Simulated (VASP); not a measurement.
# Nb5O (F-43m) in VASP: further runs

The runs below take Nb5O through single point, relaxation of cell and atoms, with PBE.

Program: VASP 6.6.1. These are calculated values, not measurements. Logs are shortened: lines on timing, memory, paths and dates and some standing lists are left out, and cuts for length are marked.

## 1. The cell of the first run

Symmetry: F-43m, No. 216, cubic system. The conventional cell has a = 7.612 Å, b = 7.612 Å, c = 7.612 Å, α = 90.00°, β = 90.00°, γ = 90.00°. Within 4.1 Å of Nb (site symmetry -43m) lie 12 Nb at 3.15 Å and 4 O at 3.30 Å. Within 3.5 Å of Nb (site symmetry 3m) lie 9 Nb at 2.64 to 3.15 Å and 3 O at 3.16 Å. Within 4.2 Å of O (site symmetry -43m) lie 16 Nb at 3.16 to 3.30 Å.

The cell was generated, and may not be a known phase.

## 2. Single point, PBE

File INCAR:

```
SYSTEM = Nb5O
PREC = Accurate
ENCUT = 520
EDIFF = 1E-7
ISMEAR = 0
SIGMA = 0.1
LREAL = .FALSE.
LASPH = .TRUE.
NELM = 80
ALGO = Normal
ISIF = 2
LWAVE = .FALSE.
LCHARG = .TRUE.
GGA = PE
LELF = .TRUE.
LVHAR = .TRUE.
NBANDS = 44
```

File KPOINTS:

```
Automatic mesh
0
G
  4 4 4
  0 0 0
```

File POSCAR:

```
Nb5O
1.0
    0.0000000000      3.8058520809      3.8058520809
    3.8058520809      0.0000000000      3.8058520809
    3.8058520809      3.8058520809      0.0000000000
Nb O
5 1
Direct
    0.2500000000      0.2500000000      0.2500000000
    0.6226878214      0.1319365358      0.6226878214
    0.6226878214      0.6226878214      0.1319365358
    0.6226878214      0.6226878214      0.6226878214
    0.1319365358      0.6226878214      0.6226878214
    0.0000000000      0.0000000000      0.0000000000
```

Potentials or basis: VASP PAW PBE potentials, release 64 (Nb_sv, O).

Started as:

```
$ cat potpaw_PBE.64/Nb_sv/POTCAR potpaw_PBE.64/O/POTCAR > POTCAR
$ mpirun -np 1 vasp_std > vasp.out
```

OUTCAR:

```text
SYSTEM = Nb5O
   PREC = Accurate
   ENCUT = 520
   EDIFF = 1E-7
   ISMEAR = 0
   LREAL = .FALSE.
   LASPH = .TRUE.
   NELM = 80
   ISIF = 2
   GGA = PE

 ion  position               nearest neighbor table
   1  0.250  0.250  0.250-
   2  0.623  0.132  0.623-   3 2.64   4 2.64   5 2.64   5 2.74   3 2.74   4 2.74
   3  0.623  0.623  0.132-   2 2.64   4 2.64   5 2.64   2 2.74   5 2.74   4 2.74
   4  0.623  0.623  0.623-   2 2.64   3 2.64   5 2.64   5 2.74   2 2.74   3 2.74
   5  0.132  0.623  0.623-   2 2.64   3 2.64   4 2.64   2 2.74   3 2.74   4 2.74
   6  0.000  0.000  0.000-

  LATTYP: Found a face centered cubic cell.
 ALAT       =     7.6117041618

  Lattice vectors:

 A1 = (   0.0000000000,   3.8058520809,   3.8058520809)
 A2 = (   3.8058520809,   0.0000000000,   3.8058520809)
 A3 = (   3.8058520809,   3.8058520809,   0.0000000000)

Analysis of symmetry for initial positions (statically):
=====================================================================
 Subroutine PRICEL returns:
 Original cell was already a primitive cell.

 Routine SETGRP: Setting up the symmetry group for a
 face centered cubic supercell.

 Subroutine GETGRP returns: Found 24 space group operations
 (whereof 24 operations were pure point group operations)
 out of a pool of 48 trial point group operations.

The static configuration has the point symmetry T_d .

Analysis of symmetry for dynamics (positions and initial velocities):
=====================================================================
 Subroutine PRICEL returns:
 Original cell was already a primitive cell.

 Routine SETGRP: Setting up the symmetry group for a
 face centered cubic supercell.

 Subroutine GETGRP returns: Found 24 space group operations
 (whereof 24 operations were pure point group operations)
 out of a pool of 48 trial point group operations.

The dynamic configuration has the point symmetry T_d .

 Subroutine INISYM returns: Found 24 space group operations
 (whereof 24 operations are pure point group operations),
 and found     1 'primitive' translations

----------------------------------------------------------------------------------------

                                     Primitive cell

  volume of cell :     110.2518

  direct lattice vectors                    reciprocal lattice vectors
     0.000000000  3.805852081  3.805852081    -0.131376625  0.131376625  0.131376625
     3.805852081  0.000000000  3.805852081     0.131376625 -0.131376625  0.131376625
     3.805852081  3.805852081  0.000000000     0.131376625  0.131376625 -0.131376625

  length of vectors
     5.382287629  5.382287629  5.382287629     0.227550989  0.227550989  0.227550989

  position of ions in fractional coordinates (direct lattice)
     0.250000000  0.250000000  0.250000000
     0.622687821  0.131936536  0.622687821
     0.622687821  0.622687821  0.131936536
     0.622687821  0.622687821  0.622687821
     0.131936536  0.622687821  0.622687821
     0.000000000  0.000000000  0.000000000

  ion indices of the primitive-cell ions
   primitive index   ion index
                 1           1
                 2           2
                 3           3
                 4           4
                 5           5
                 6           6

----------------------------------------------------------------------------------------

 KPOINTS: Automatic mesh

Automatic generation of k-mesh.
 Grid dimensions read from file:
 generate k-points for:    4    4    4

 Generating k-lattice:

  Cartesian coordinates                     Fractional coordinates (reciprocal lattice)
    -0.032844156  0.032844156  0.032844156     0.250000000  0.000000000  0.000000000
     0.032844156 -0.032844156  0.032844156     0.000000000  0.250000000  0.000000000
     0.032844156  0.032844156 -0.032844156     0.000000000  0.000000000  0.250000000

  Length of vectors
     0.056887747  0.056887747  0.056887747

  Shift w.r.t. Gamma in fractional coordinates (k-lattice)
     0.000000000  0.000000000  0.000000000

 Subroutine IBZKPT returns following result:
 ===========================================

 Found      8 irreducible k-points:

 Following reciprocal coordinates:
            Coordinates               Weight
  0.000000  0.000000  0.000000      1.000000
  0.250000  0.000000  0.000000      8.000000
  0.500000  0.000000  0.000000      4.000000
  0.250000  0.250000  0.000000      6.000000
  0.500000  0.250000  0.000000     24.000000
 -0.250000  0.250000  0.000000     12.000000
  0.500000  0.500000  0.000000      3.000000
 -0.250000  0.500000  0.250000      6.000000
   k-points           NKPTS =      8   k-points in BZ     NKDIM =      8   number of bands    NBANDS=     44
   number of dos      NEDOS =    301   number of ions     NIONS =      6
   total plane-waves  NPLWV =  64000
   dimension x,y,z NGX =    40 NGY =   40 NGZ =   40
   dimension x,y,z NGXF=    80 NGYF=   80 NGZF=   80
   ions per type =               5   1
   NGX,Y,Z   is equivalent  to a cutoff of  12.36, 12.36, 12.36 a.u.
   NGXF,Y,Z  is equivalent  to a cutoff of  24.71, 24.71, 24.71 a.u.
 SYSTEM =  Nb5O
   PREC   = accura    normal or accurate (medium, high low for compatibility)
   ISTART =      0    job   : 0-new  1-cont  2-samecut
   ICHARG =      2    charge: 1-file 2-atom 10-const
   ISPIN  =      1    spin polarized calculation?
   LNONCOLLINEAR =      F non collinear calculations
   LSORBIT =      F    spin-orbit coupling
   LASPH  =      T    aspherical Exc in radial PAW
   ENCUT  =  520.0 eV  38.22 Ry    6.18 a.u.  10.01 10.01 10.01*2*pi/ulx,y,z
   NELM   =     80;   NELMIN=  2; NELMDL= -5     # of ELM steps
   EDIFF  = 0.1E-06   stopping-criterion for ELM
   LREAL  =      F    real-space projection
   EDIFFG = 0.1E-05   stopping-criterion for IOM
   NSW    =      0    number of steps for IOM
   IBRION =     -1    ionic relax: 0-MD 1-quasi-New 2-CG
   NFREE  =      0    steps in history (QN), initial steepest desc. (CG)
   ISIF   =      2    stress and relaxation
   ISYM   =      2    0-nonsym 1-usesym 2-fastsym
   POTIM  = 0.5000    time-step for ionic-motion
   TEBEG  =    0.0;   TEEND  =   0.0 temperature during run
   PSTRESS=    0.0 pullay stress
   NELECT =      71.0000    total number of electrons
   NUPDOWN=      -1.0000    fix difference up-down
   EMIN   =  10.00;   EMAX   =-10.00  energy-range for DOS
   EFERMI =   0.00;   METHOD = LEGACY
   ISMEAR =     0;   SIGMA  =   0.10  broadening in eV -4-tet -1-fermi 0-gaus
   EFERMI_NEDOS =   21; number of points for ismear=-14 and -15
   IALGO  =     38    algorithm
   IMIX   =      4    mixing-type and parameters
     AMIX     =   0.40;   BMIX     =  1.00
     AMIX_MAG =   1.60;   BMIX_MAG =  1.00
  volume/ion in A,a.u.               =      18.38       124.00
  Fermi-wavevector in a.u.,A,eV,Ry     =   1.413728  2.671558 27.192951  1.998625
  Thomas-Fermi vector in A             =   2.535343
   LORBIT       =      0    0 simple, 1 ext, 2 COOP (PROOUT), +10 PAW based schemes
   GGA     = PE    functional components
   LHFCALC =     F    Hartree Fock is set to
   AEXX    =    0.0000 exact exchange contribution
   IVDW    =     0    specifies the selected vdW correction
   LEPSILON=     F    determine dielectric tensor
   LRPA    =     F    only Hartree local field effects (RPA)
 non-spin polarized calculation
 Gauss-broadening in eV      SIGMA  =   0.10
  energy-cutoff  :      520.00
  volume of cell :      110.25
 maximum number of plane-waves:      2996
   NGX = 21   NGY = 21   NGZ = 21

 number of electron      71.0000005 magnetization

 Free energy of the ion-electron system (eV)
  ---------------------------------------------------
  ext. energy  EPLUGINS =         0.00000000
  ---------------------------------------------------
  free energy    TOTEN  =       -51.27320273 eV

  energy without entropy =      -51.23050719  energy(sigma->0) =      -51.25185496

 E-fermi :   9.1668     XC(G=0): -11.6745

 val. band max:        9.1302475849   @ k =  -0.2500   0.2500   0.0000
 cond. band min:       9.2101712316   @ k =   0.5000   0.5000   0.0000
 fundamental gap:      0.0799236467
 Fermi energy:         9.1667827369

 k-point     1 :       0.0000    0.0000    0.0000
  band No.  band energies     occupation
      1     -45.8378      2.00000
      2     -45.6546      2.00000
      3     -45.2506      2.00000
      4     -45.2506      2.00000
      5     -45.2506      2.00000
      6     -23.1415      2.00000
[... 36 lines left out ...]
     43      12.6979      0.00000
     44      12.7237      0.00000

 k-point     2 :       0.2500    0.0000    0.0000
  band No.  band energies     occupation
      1     -45.8314      2.00000
      2     -45.6210      2.00000
      3     -45.2943      2.00000
      4     -45.2508      2.00000
      5     -45.2508      2.00000
      6     -22.9540      2.00000
[... 36 lines left out ...]
     43      12.0539      0.00000
     44      12.2474      0.00000

 k-point     3 :       0.5000    0.0000    0.0000
  band No.  band energies     occupation
      1     -45.8260      2.00000
      2     -45.5720      2.00000
      3     -45.3521      2.00000
      4     -45.2510      2.00000
      5     -45.2510      2.00000
      6     -22.7494      2.00000
[... 36 lines left out ...]
     43      11.9134      0.00000
     44      11.9428      0.00000

 k-point     4 :       0.2500    0.2500    0.0000
  band No.  band energies     occupation
      1     -45.8298      2.00000
      2     -45.6064      2.00000
      3     -45.3113      2.00000
      4     -45.2511      2.00000
      5     -45.2511      2.00000
      6     -22.8693      2.00000
[... 36 lines left out ...]
     43      11.6030      0.00000
     44      12.1697      0.00000

 k-point     5 :       0.5000    0.2500    0.0000
  band No.  band energies     occupation
      1     -45.8253      2.00000
      2     -45.5458      2.00000
      3     -45.3803      2.00000
      4     -45.2513      2.00000
      5     -45.2511      2.00000
      6     -22.5908      2.00000
[... 36 lines left out ...]
     43      11.3825      0.00000
     44      11.5756      0.00000

 k-point     6 :      -0.2500    0.2500    0.0000
  band No.  band energies     occupation
      1     -45.8265      2.00000
      2     -45.5710      2.00000
      3     -45.3528      2.00000
      4     -45.2510      2.00000
      5     -45.2510      2.00000
      6     -22.7062      2.00000
[... 36 lines left out ...]
     43      11.4401      0.00000
     44      11.6826      0.00000

 k-point     7 :       0.5000    0.5000    0.0000
  band No.  band energies     occupation
      1     -45.8244      2.00000
      2     -45.5052      2.00000
      3     -45.4224      2.00000
      4     -45.2515      2.00000
      5     -45.2515      2.00000
      6     -22.3944      2.00000
[... 36 lines left out ...]
     43      10.8553      0.00000
     44      11.7109      0.00000

 k-point     8 :      -0.2500    0.5000    0.2500
  band No.  band energies     occupation
      1     -45.8242      2.00000
      2     -45.5052      2.00000
      3     -45.4231      2.00000
      4     -45.2515      2.00000
      5     -45.2510      2.00000
      6     -22.3639      2.00000
[... 36 lines left out ...]
     43      10.8143      0.00000
     44      11.3288      0.00000

------------------------ aborting loop because EDIFF is reached ----------------------------------------

  FORCE on cell =-STRESS in cart. coord.  units (eV):
  Direction    XX          YY          ZZ          XY          YZ          ZX
  --------------------------------------------------------------------------------------
  -------------------------------------------------------------------------------------
  Total       -0.0972057     -0.0972057     -0.0972057     -0.0000000      0.0000000      0.0000000
  in kB       -1.4125920     -1.4125920     -1.4125920     -0.0000000      0.0000000      0.0000000
  external PRESSURE =      -1.4125920 kB  Pullay stress =       0.0000000 kB

 VOLUME and BASIS-vectors are now :
 -----------------------------------------------------------------------------
  energy-cutoff  :      520.00
  volume of cell :      110.25
      direct lattice vectors                 reciprocal lattice vectors
     0.000000000  3.805852081  3.805852081    -0.131376625  0.131376625  0.131376625
     3.805852081  0.000000000  3.805852081     0.131376625 -0.131376625  0.131376625
     3.805852081  3.805852081  0.000000000     0.131376625  0.131376625 -0.131376625

 POSITION                                       TOTAL-FORCE (eV/Angst)
 -----------------------------------------------------------------------------------
      1.90293      1.90293      1.90293        -0.000000     -0.000000     -0.000000
      2.87199      4.73972      2.87199         0.001910     -0.001910      0.001910
      2.87199      2.87199      4.73972         0.001910      0.001910     -0.001910
      4.73972      4.73972      4.73972        -0.001910     -0.001910     -0.001910
      4.73972      2.87199      2.87199        -0.001910      0.001910      0.001910
      0.00000      0.00000      0.00000        -0.000000     -0.000000     -0.000000
 -----------------------------------------------------------------------------------
    total drift:                                0.000000      0.000000      0.000000

  FREE ENERGIE OF THE ION-ELECTRON SYSTEM (eV)
  ---------------------------------------------------
  free  energy   TOTEN  =       -51.2732027322 eV

  energy  without entropy=      -51.2305071863  energy(sigma->0) =      -51.25185496
```

Run time: 83 s. Hardware: 1 thread of AMD EPYC 7R13, shared host; peak memory 0.21 GiB.

What came out:

| Property | Result |
| --- | --- |
| Free energy | -51.2732 eV |
| Pressure | -0.1 GPa |
| Largest force | 0.003 eV/Å |
| Band gap on the k mesh | zero (an odd number of electrons rules out a gap without spin polarisation) |

Forces on the atoms (eV/Å):
```
Nb   0.000  0.000  0.000
Nb   0.002 -0.002  0.002
Nb   0.002  0.002 -0.002
Nb  -0.002 -0.002 -0.002
Nb  -0.002  0.002  0.002
O    0.000  0.000  0.000
```

Levels at points of the mesh, in eV from the Fermi level:
| k point | band 33 | band 34 | band 35 | band 36 | band 37 | band 38 |
| --- | --- | --- | --- | --- | --- | --- |
| (0.00, 0.00, 0.00) | -0.78 | -0.78 | 0.13 | 0.13 | 0.81 | 0.81 |
| (0.50, 0.00, 0.00) | -0.77 | -0.77 | -0.37 | 0.07 | 0.07 | 0.08 |
| (0.50, 0.50, 0.00) | -0.56 | -0.34 | -0.10 | -0.10 | 0.04 | 0.39 |

Caveat: an odd number of electrons without spin polarisation forces a metal; a magnetic or distorted state may lie lower.

(Continued in part 2 of 2.)

The gap in the log of VASP goes by the Fermi energy; the results here count the filled bands.